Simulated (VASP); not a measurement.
# Ga3SbSe4 (P-4m2) in VASP: single point with PBE

Aim: the single point of Ga3SbSe4 with PBE.

Program: VASP 6.6.1. These are calculated values, not measurements. Logs are shortened: lines on timing, memory, paths and dates and some standing lists are left out, and cuts for length are marked.

**1. The cell of the first run**

The structure is tetragonal, space group P-4m2 (No. 115). Conventional cell: a = 4.088 Å, b = 4.088 Å, c = 13.992 Å, α = 90.00°, β = 90.00°, γ = 90.00°. Within 3.4 Å of Ga (site symmetry 2mm) lie 4 Se at 2.56 to 2.63 Å. Ga (site symmetry -4m2) has 4 Se at 2.61 Å within 3.4 Å. Sb (site symmetry -4m2) has 4 Se at 2.99 Å within 3.9 Å. Within 3.4 Å of Se (site symmetry 2mm) lie 4 Ga at 2.61 to 2.63 Å. Within 3.4 Å of Se (site symmetry 2mm) lie 2 Ga at 2.56 Å and 2 Sb at 2.99 Å.

The cell was generated, and may not be a known phase.

**2. Single point, PBE**

File INCAR:

```
SYSTEM = Ga3SbSe4
PREC     = Accurate       ! precision mode
ENCUT    = 520            ! plane-wave cutoff, eV
EDIFF    = 1E-7           ! SCF threshold, eV
ISMEAR   = 0              ! smearing method
SIGMA    = 0.15           ! smearing width, eV
LREAL    = .False.        ! projectors in reciprocal space
LASPH    = .True.         ! aspherical terms in the spheres
NELM     = 60             ! most SCF steps
ALGO     = Normal         ! electronic algorithm
ISIF     = 2              ! what is computed and relaxed
LWAVE    = .False.        ! write WAVECAR
LCHARG   = .False.        ! write CHGCAR
GGA      = PE             ! functional
NBANDS   = 44             ! bands
```

File KPOINTS:

```
regular mesh
0
Gamma
  3 3 1
  0 0 0
```

File POSCAR:

```
Ga3SbSe4
1.0
    4.0882578554      0.0000000000      0.0000000000
    0.0000000000      4.0882578554      0.0000000000
    0.0000000000      0.0000000000     13.9918653799
Ga Sb Se
3 1 4
Direct
    0.0000000000      0.0000000000      0.7339327706
    0.5000000000      0.5000000000      0.5000000000
    0.0000000000      0.0000000000      0.2660672294
    0.5000000000      0.5000000000      0.0000000000
    0.0000000000      0.5000000000      0.3845752162
    0.5000000000      0.0000000000      0.1559755279
    0.0000000000      0.5000000000      0.8440244721
    0.5000000000      0.0000000000      0.6154247838
```

Potentials or basis: VASP PAW PBE potentials, release 64 (Ga_d, Sb, Se).

Launch:

```bash
$ cat potpaw_PBE.64/Ga_d/POTCAR potpaw_PBE.64/Sb/POTCAR potpaw_PBE.64/Se/POTCAR > POTCAR
$ mpirun -np 1 vasp_std > vasp.out
```

OUTCAR:

```text
SYSTEM = Ga3SbSe4
   PREC = Accurate
   ENCUT = 520
   EDIFF = 1E-7
   ISMEAR = 0
   LREAL = .False.
   LASPH = .True.
   NELM = 60
   ISIF = 2
   GGA = PE

 ion  position               nearest neighbor table
   1  0.000  0.000  0.734-   7 2.56   7 2.56   8 2.63   8 2.63
   2  0.500  0.500  0.500-   5 2.61   8 2.61   8 2.61   5 2.61
   3  0.000  0.000  0.266-   6 2.56   6 2.56   5 2.63   5 2.63
   4  0.500  0.500  0.000-   6 2.99   7 2.99   6 2.99   7 2.99
   5  0.000  0.500  0.385-   2 2.61   2 2.61   3 2.63   3 2.63
   6  0.500  0.000  0.156-   3 2.56   3 2.56   4 2.99   4 2.99
   7  0.000  0.500  0.844-   1 2.56   1 2.56   4 2.99   4 2.99
   8  0.500  0.000  0.615-   2 2.61   2 2.61   1 2.63   1 2.63

  LATTYP: Found a simple tetragonal cell.
 ALAT       =     4.0882578554
 C/A-ratio  =     3.4224517814

  Lattice vectors:

 A1 = (   4.0882578554,   0.0000000000,   0.0000000000)
 A2 = (   0.0000000000,   4.0882578554,   0.0000000000)
 A3 = (   0.0000000000,   0.0000000000,  13.9918653799)

Analysis of symmetry for initial positions (statically):
=====================================================================
 Subroutine PRICEL returns:
 Original cell was already a primitive cell.

 Routine SETGRP: Setting up the symmetry group for a
 simple tetragonal supercell.

 Subroutine GETGRP returns: Found  8 space group operations
 (whereof  8 operations were pure point group operations)
 out of a pool of 16 trial point group operations.

The static configuration has the point symmetry D_2d.

Analysis of symmetry for dynamics (positions and initial velocities):
=====================================================================
 Subroutine PRICEL returns:
 Original cell was already a primitive cell.

 Routine SETGRP: Setting up the symmetry group for a
 simple tetragonal supercell.

 Subroutine GETGRP returns: Found  8 space group operations
 (whereof  8 operations were pure point group operations)
 out of a pool of 16 trial point group operations.

The dynamic configuration has the point symmetry D_2d.

 Subroutine INISYM returns: Found  8 space group operations
 (whereof  8 operations are pure point group operations),
 and found     1 'primitive' translations

----------------------------------------------------------------------------------------

                                     Primitive cell

  volume of cell :     233.8580

  direct lattice vectors                    reciprocal lattice vectors
     4.088257855  0.000000000  0.000000000     0.244602967  0.000000000  0.000000000
     0.000000000  4.088257855  0.000000000     0.000000000  0.244602967  0.000000000
     0.000000000  0.000000000 13.991865380     0.000000000  0.000000000  0.071470099

  length of vectors
     4.088257855  4.088257855 13.991865380     0.244602967  0.244602967  0.071470099

  position of ions in fractional coordinates (direct lattice)
     0.000000000  0.000000000  0.733932771
     0.500000000  0.500000000  0.500000000
     0.000000000  0.000000000  0.266067229
     0.500000000  0.500000000  0.000000000
     0.000000000  0.500000000  0.384575216
     0.500000000  0.000000000  0.155975528
     0.000000000  0.500000000  0.844024472
     0.500000000  0.000000000  0.615424784

  ion indices of the primitive-cell ions
   primitive index   ion index
                 1           1
                 2           2
                 3           3
                 4           4
                 5           5
                 6           6
                 7           7
                 8           8

----------------------------------------------------------------------------------------

 KPOINTS: regular mesh

Automatic generation of k-mesh.
 Grid dimensions read from file:
 generate k-points for:    3    3    1

 Generating k-lattice:

  Cartesian coordinates                     Fractional coordinates (reciprocal lattice)
     0.081534322  0.000000000  0.000000000     0.333333333  0.000000000  0.000000000
     0.000000000  0.081534322  0.000000000     0.000000000  0.333333333  0.000000000
     0.000000000  0.000000000  0.071470099     0.000000000  0.000000000  1.000000000

  Length of vectors
     0.081534322  0.081534322  0.071470099

  Shift w.r.t. Gamma in fractional coordinates (k-lattice)
     0.000000000  0.000000000  0.000000000

 Subroutine IBZKPT returns following result:
 ===========================================

 Found      3 irreducible k-points:

 Following reciprocal coordinates:
            Coordinates               Weight
  0.000000  0.000000  0.000000      1.000000
  0.333333  0.000000  0.000000      4.000000
  0.333333  0.333333  0.000000      4.000000
   k-points           NKPTS =      3   k-points in BZ     NKDIM =      3   number of bands    NBANDS=     44
   number of dos      NEDOS =    301   number of ions     NIONS =      8
   total plane-waves  NPLWV =  97200
   dimension x,y,z NGX =    30 NGY =   30 NGZ =  108
   dimension x,y,z NGXF=    60 NGYF=   60 NGZF=  216
   ions per type =               3   1   4
   NGX,Y,Z   is equivalent  to a cutoff of  12.20, 12.20, 12.83 a.u.
   NGXF,Y,Z  is equivalent  to a cutoff of  24.40, 24.40, 25.66 a.u.
 SYSTEM =  Ga3SbSe4
   PREC   = accura    normal or accurate (medium, high low for compatibility)
   ISTART =      0    job   : 0-new  1-cont  2-samecut
   ICHARG =      2    charge: 1-file 2-atom 10-const
   ISPIN  =      1    spin polarized calculation?
   LNONCOLLINEAR =      F non collinear calculations
   LSORBIT =      F    spin-orbit coupling
   LASPH  =      T    aspherical Exc in radial PAW
   ENCUT  =  520.0 eV  38.22 Ry    6.18 a.u.   7.60  7.60 26.02*2*pi/ulx,y,z
   NELM   =     60;   NELMIN=  2; NELMDL= -5     # of ELM steps
   EDIFF  = 0.1E-06   stopping-criterion for ELM
   LREAL  =      F    real-space projection
   EDIFFG = 0.1E-05   stopping-criterion for IOM
   NSW    =      0    number of steps for IOM
   IBRION =     -1    ionic relax: 0-MD 1-quasi-New 2-CG
   NFREE  =      0    steps in history (QN), initial steepest desc. (CG)
   ISIF   =      2    stress and relaxation
   ISYM   =      2    0-nonsym 1-usesym 2-fastsym
   POTIM  = 0.5000    time-step for ionic-motion
   TEBEG  =    0.0;   TEEND  =   0.0 temperature during run
   PSTRESS=    0.0 pullay stress
   NELECT =      68.0000    total number of electrons
   NUPDOWN=      -1.0000    fix difference up-down
   EMIN   =  10.00;   EMAX   =-10.00  energy-range for DOS
   EFERMI =   0.00;   METHOD = LEGACY
   ISMEAR =     0;   SIGMA  =   0.15  broadening in eV -4-tet -1-fermi 0-gaus
   EFERMI_NEDOS =   21; number of points for ismear=-14 and -15
   IALGO  =     38    algorithm
   IMIX   =      4    mixing-type and parameters
     AMIX     =   0.40;   BMIX     =  1.00
     AMIX_MAG =   1.60;   BMIX_MAG =  1.00
  volume/ion in A,a.u.               =      29.23       197.27
  Fermi-wavevector in a.u.,A,eV,Ry     =   1.084577  2.049553 16.004633  1.176307
  Thomas-Fermi vector in A             =   2.220670
   LORBIT       =      0    0 simple, 1 ext, 2 COOP (PROOUT), +10 PAW based schemes
   GGA     = PE    functional components
   LHFCALC =     F    Hartree Fock is set to
   AEXX    =    0.0000 exact exchange contribution
   IVDW    =     0    specifies the selected vdW correction
   LEPSILON=     F    determine dielectric tensor
   LRPA    =     F    only Hartree local field effects (RPA)
 non-spin polarized calculation
 Gauss-broadening in eV      SIGMA  =   0.15
  energy-cutoff  :      520.00
  volume of cell :      233.86
 maximum number of plane-waves:      6307
 NGX is ok and might be reduce to    30
   NGX = 15   NGY = 15   NGZ = 53

 number of electron      68.0000056 magnetization

 Free energy of the ion-electron system (eV)
  ---------------------------------------------------
  ext. energy  EPLUGINS =         0.00000000
  ---------------------------------------------------
  free energy    TOTEN  =       -28.49602571 eV

  energy without entropy =      -28.49564852  energy(sigma->0) =      -28.49583711

 E-fermi :   3.3491     XC(G=0):  -8.6559

 val. band max:        2.9914941792   @ k =   0.3333   0.3333   0.0000
 cond. band min:       3.6952154482   @ k =   0.3333   0.3333   0.0000
 fundamental gap:      0.7037212690
 Fermi energy:         3.3491287862

 k-point     1 :       0.0000    0.0000    0.0000
  band No.  band energies     occupation
      1     -12.2557      2.00000
      2     -12.1394      2.00000
      3     -12.1394      2.00000
      4     -12.1280      2.00000
      5     -12.1075      2.00000
      6     -12.1055      2.00000
      7     -12.1000      2.00000
      8     -12.0438      2.00000
      9     -12.0438      2.00000
     10     -12.0149      2.00000
     11     -12.0149      2.00000
     12     -12.0052      2.00000
     13     -12.0012      2.00000
     14     -11.9777      2.00000
     15     -11.9777      2.00000
     16     -11.0757      2.00000
     17     -10.6389      2.00000
     18     -10.3014      2.00000
     19      -9.9782      2.00000
     20      -5.8344      2.00000
     21      -3.7252      2.00000
     22      -2.8415      2.00000
     23      -0.6948      2.00000
     24      -0.2331      2.00000
     25      -0.2331      2.00000
     26       0.1351      2.00000
     27       0.2921      2.00000
     28       0.2921      2.00000
     29       0.6453      2.00000
     30       0.6453      2.00000
     31       1.2602      2.00000
     32       1.2602      2.00000
     33       2.8208      2.00000
     34       2.9107      1.99996
     35       4.0173      0.00000
     36       4.2966      0.00000
     37       4.5731      0.00000
     38       4.5731      0.00000
     39       4.6193      0.00000
     40       4.9079      0.00000
     41       5.8025      0.00000
     42       6.7301      0.00000
     43       6.7301      0.00000
     44       7.7153      0.00000

 k-point     2 :       0.3333    0.0000    0.0000
  band No.  band energies     occupation
      1     -12.2580      2.00000
      2     -12.2120      2.00000
      3     -12.1382      2.00000
      4     -12.1164      2.00000
      5     -12.1125      2.00000
      6     -12.1065      2.00000
      7     -12.0906      2.00000
      8     -12.0679      2.00000
      9     -12.0484      2.00000
     10     -12.0428      2.00000
     11     -12.0142      2.00000
     12     -11.9981      2.00000
     13     -11.9886      2.00000
     14     -11.9825      2.00000
     15     -11.9819      2.00000
     16     -10.6116      2.00000
     17     -10.3425      2.00000
     18     -10.0502      2.00000
     19      -9.8833      2.00000
     20      -5.6126      2.00000
     21      -3.8333      2.00000
     22      -3.4392      2.00000
     23      -2.7236      2.00000
     24      -1.4764      2.00000
     25      -0.7144      2.00000
     26      -0.3837      2.00000
     27      -0.2604      2.00000
     28       0.1889      2.00000
     29       0.5320      2.00000
     30       0.7581      2.00000
     31       1.1596      2.00000
     32       1.2737      2.00000
     33       2.1453      2.00000
     34       2.8028      2.00000
     35       3.8387      0.00000
     36       4.0384      0.00000
     37       4.8866      0.00000
     38       5.1505      0.00000
     39       6.1345      0.00000
     40       6.3799      0.00000
     41       6.7873      0.00000
     42       6.9151      0.00000
     43       7.3487      0.00000
     44       7.4418      0.00000

 k-point     3 :       0.3333    0.3333    0.0000
  band No.  band energies     occupation
      1     -12.2684      2.00000
      2     -12.2527      2.00000
      3     -12.1332      2.00000
      4     -12.1182      2.00000
      5     -12.1057      2.00000
      6     -12.0979      2.00000
      7     -12.0975      2.00000
      8     -12.0747      2.00000
      9     -12.0732      2.00000
     10     -12.0250      2.00000
     11     -12.0250      2.00000
     12     -11.9878      2.00000
     13     -11.9878      2.00000
     14     -11.9812      2.00000
     15     -11.9809      2.00000
     16     -10.2513      2.00000
     17     -10.0915      2.00000
     18      -9.7751      2.00000
     19      -9.7037      2.00000
     20      -5.4572      2.00000
     21      -3.8015      2.00000
     22      -3.5147      2.00000
     23      -3.2557      2.00000
     24      -1.2694      2.00000
     25      -1.2337      2.00000
     26      -0.9294      2.00000
     27      -0.9144      2.00000
     28      -0.6255      2.00000
     29      -0.4315      2.00000
     30      -0.3104      2.00000
     31      -0.2168      2.00000
     32       1.4350      2.00000
     33       2.9700      1.99965
     34       2.9915      1.99925
     35       3.6952      0.00110
     36       4.1915      0.00000
     37       4.3772      0.00000
     38       4.9710      0.00000
     39       5.1705      0.00000
     40       6.2164      0.00000
     41       6.4636      0.00000
     42       6.5599      0.00000
     43       7.4678      0.00000
     44       8.5081      0.00000

------------------------ aborting loop because EDIFF is reached ----------------------------------------

  FORCE on cell =-STRESS in cart. coord.  units (eV):
  Direction    XX          YY          ZZ          XY          YZ          ZX
  --------------------------------------------------------------------------------------
  -------------------------------------------------------------------------------------
  Total       -0.1832488     -0.1832488      0.1304628      0.0000000      0.0000000      0.0000000
  in kB       -1.2554500     -1.2554500      0.8938096      0.0000000      0.0000000      0.0000000
  external PRESSURE =      -0.5390302 kB  Pullay stress =       0.0000000 kB

 VOLUME and BASIS-vectors are now :
 -----------------------------------------------------------------------------
  energy-cutoff  :      520.00
  volume of cell :      233.86
      direct lattice vectors                 reciprocal lattice vectors
     4.088257855  0.000000000  0.000000000     0.244602967  0.000000000  0.000000000
     0.000000000  4.088257855  0.000000000     0.000000000  0.244602967  0.000000000
     0.000000000  0.000000000 13.991865380     0.000000000  0.000000000  0.071470099

 POSITION                                       TOTAL-FORCE (eV/Angst)
 -----------------------------------------------------------------------------------
      0.00000      0.00000     10.26909         0.000000     -0.000000      0.026800
      2.04413      2.04413      6.99593        -0.000000      0.000000     -0.000000
      0.00000      0.00000      3.72278         0.000000     -0.000000     -0.026800
      2.04413      2.04413      0.00000         0.000000     -0.000000     -0.000000
      0.00000      2.04413      5.38092         0.000000     -0.000000      0.014453
      2.04413      0.00000      2.18239         0.000000     -0.000000      0.053883
      0.00000      2.04413     11.80948         0.000000     -0.000000     -0.053883
      2.04413      0.00000      8.61094         0.000000     -0.000000     -0.014453
 -----------------------------------------------------------------------------------
    total drift:                                0.000000      0.000000      0.000000

  FREE ENERGIE OF THE ION-ELECTRON SYSTEM (eV)
  ---------------------------------------------------
  free  energy   TOTEN  =       -28.4960257051 eV

  energy  without entropy=      -28.4956485159  energy(sigma->0) =      -28.49583711
```

Run time: 1.8 min. Hardware: 1 thread of AMD EPYC 7R13, shared host; peak memory 0.31 GiB.

What came out:

- Free energy: -28.4960 eV
- Pressure: -0.1 GPa
- Largest force: 0.054 eV/Å
- Band gap on the k mesh: 0.70 eV

Forces on the atoms (eV/Å):
```
Ga   0.000  0.000  0.027
Ga   0.000  0.000  0.000
Ga   0.000  0.000 -0.027
Sb   0.000  0.000  0.000
Se   0.000  0.000  0.014
Se   0.000  0.000  0.054
Se   0.000  0.000 -0.054
Se   0.000  0.000 -0.014
```

Levels at points of the mesh, in eV from the valence-band top:
```tsv
k point	band 30	band 31	band 32	band 33	band 34	band 35	band 36	band 37	band 38	band 39
(0.00, 0.00, 0.00)	-2.35	-1.73	-1.73	-0.17	-0.08	1.03	1.31	1.58	1.58	1.63
```

Caveat: the k points lie up to 0.51 Å⁻¹ apart; semilocal functionals underestimate gaps, and a narrow one can read as zero; spin-orbit coupling is left out, which moves the levels of the heavy elements.
